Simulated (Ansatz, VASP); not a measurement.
## C: VASP beside Ansatz

```
C
1.0
     2.48849    0.00000    0.00000
    -1.24425    2.15510    0.00000
     0.00000    0.00000    8.63597
C
2
Direct
  0.66667 0.33333 0.00000
  0.33333 0.66667 0.00000
```

Alike in both runs: task single point; functional PBE0; k mesh 8 × 8 × 2; occupations fermi-dirac, width 0.05 eV; no spin polarisation.

```csv
,VASP,Ansatz
version,VASP 6.6.1,Ansatz 0.2.0
potentials or method,"VASP PAW PBE potentials, release 64 (C)",Ansatz PAW
plane-wave cutoff (eV),520,420
valence electrons in the cell,8,8
```

```csv
,VASP,Ansatz,Ansatz less VASP
gap on the k mesh at the Fermi level (eV),3.00,2.95,-0.051
least direct gap on the mesh (eV),3.00,2.95,-0.051
```
